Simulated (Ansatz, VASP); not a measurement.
# NbAs in VASP and in Ansatz

```
Nb As
1.0
     0.00000    2.87236    2.87236
     5.74472    2.87236    2.87236
     5.74472    5.74472    0.00000
Nb As
2 2
Direct
  0.00000 0.00000 0.00000
  0.00000 0.00000 0.50000
  0.25000 0.25000 0.00000
  0.25000 0.25000 0.50000
```

Alike in both runs: task single point; functional PBEsol; k mesh 12 × 12 × 6; occupations gaussian, width 0.1 eV; collinear spin.

|  | VASP | Ansatz |
| --- | --- | --- |
| version | VASP 6.6.1 | Ansatz 0.2.0 |
| potentials or method | VASP PAW PBE potentials, release 64 (Nb_sv, As), cutoff 520 eV | scalar-relativistic, plane waves, PAW |
| valence electrons in the cell | 36 | 56 |

|  | VASP | Ansatz | Ansatz less VASP |
| --- | --- | --- | --- |
| gap on the k mesh at the Fermi level (eV) | none | none | - |
| pressure (GPa) | 0.2 | 0.0 | -0.17 |
| net moment per atom (μB) | 0.00 | 0.00 | 0.000 |

VASP's potentials were made for PBE, not for PBEsol. A gap of «none» marks a metal or a gap that the smearing closes. The functional is the same, so the differences come from potentials, cutoffs and numerics. VASP's potentials hold 36 valence electrons a cell and Ansatz's 56, so a difference there can come from the potentials and not from the codes. Ansatz's warnings: seeded moment not kept.
